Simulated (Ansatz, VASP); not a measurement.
## One calculation of Si4Ru, two programs

```xyz
5
Lattice="2.2297 1.2873 4.1253 -2.2297 1.2873 4.1253 0.0000 -2.5746 4.1253" Properties=species:S:1:pos:R:3 pbc="T T T"
Si    0.0000    0.0000    3.6314
Si    0.0000    0.0000    8.7446
Si    0.0000    0.0000    1.2150
Si    0.0000    0.0000   11.1610
Ru    0.0000    0.0000    6.1880
```

Alike in both runs: functional PBE; k mesh 4 × 4 × 4; occupations gaussian, width 0.2 eV; no spin polarisation.

Ansatz relaxed the structure, and its values are those at the end. VASP's run is a single point on that final structure, the one shown.

|  | VASP | Ansatz |
| --- | --- | --- |
| version | VASP 6.6.1 | Ansatz 0.2.0 |
| potentials or method | VASP PAW PBE potentials, release 64 (Si, Ru_pv), cutoff 500 eV | scalar-relativistic, plane waves, PAW |
| valence electrons in the cell | 30 | 32 |

```tsv
	VASP	Ansatz	Ansatz less VASP
gap on the k mesh at the Fermi level (eV)	none	none	-
pressure (GPa)	-0.1	-0.1	+0.05
rms of the force components (eV/Å)	0.014	0.012	-0.0017
```

A gap of «none» marks a metal or a gap that the smearing closes. VASP's potentials hold 30 valence electrons a cell and Ansatz's 32, so a difference there can come from the potentials and not from the codes.

The k mesh is coarse, so the values compare programs but aren't converged.
